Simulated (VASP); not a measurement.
Here is a VASP 6.6.1 calculation.

Contents of INCAR:

```
PREC = Accurate
ENCUT = 600
EDIFF = 1E-7
ISMEAR = 0
SIGMA = 0.02
LREAL = False
LASPH = True
NELM = 80
ALGO = Normal
ISIF = 3
LWAVE = False
LCHARG = False
GGA = PE
IBRION = 2
NSW = 100
EDIFFG = -0.01
```

File KPOINTS:

```
Automatic mesh
0
Gamma
  8 8 6
```

Contents of POSCAR:

```
Lu2NF3
1.0
    3.9013781411      0.0000000000      0.0000000000
    0.0000000000      3.9013781411      0.0000000000
    0.0000000000      0.0000000000      5.5521768263
Lu N F
2 1 3
Direct
    0.0000000000      0.5000000000      0.8023903394
    0.5000000000      0.0000000000      0.1976096606
    0.0000000000      0.0000000000      0.0000000000
    0.5000000000      0.5000000000      0.0000000000
    0.0000000000      0.5000000000      0.4172801700
    0.5000000000      0.0000000000      0.5827198300
```

Potentials or basis: VASP PAW PBE potentials, release 64 (Lu, N, F).

Command:

```bash
$ cat potpaw_PBE.64/Lu/POTCAR potpaw_PBE.64/N/POTCAR potpaw_PBE.64/F/POTCAR > POTCAR
$ mpirun -np 1 vasp_std > vasp.out
```

Task: Estimate the relaxed cell.

Result: a = 3.901 Å, b = 3.901 Å, c = 5.566 Å, α = 90.00°, β = 90.00°, γ = 90.00°.

Task: What does it give for the space group after relaxing (to 0.1 Å)?

Result: P-4m2 (No. 115).

Task: What does it give for the relaxed volume?

Result: 14.11 Å³/atom.

Final structure:
```xyz
6
Lattice="3.9008 0.0000 0.0000 0.0000 3.9008 0.0000 0.0000 0.0000 5.5656" Properties=species:S:1:pos:R:3 pbc="T T T"
Lu    0.0000    1.9504    4.4616
Lu    1.9504    0.0000    1.1040
N     0.0000    0.0000    0.0000
F     1.9504    1.9504    0.0000
F     0.0000    1.9504    2.3102
F     1.9504    3.9008    3.2554
```
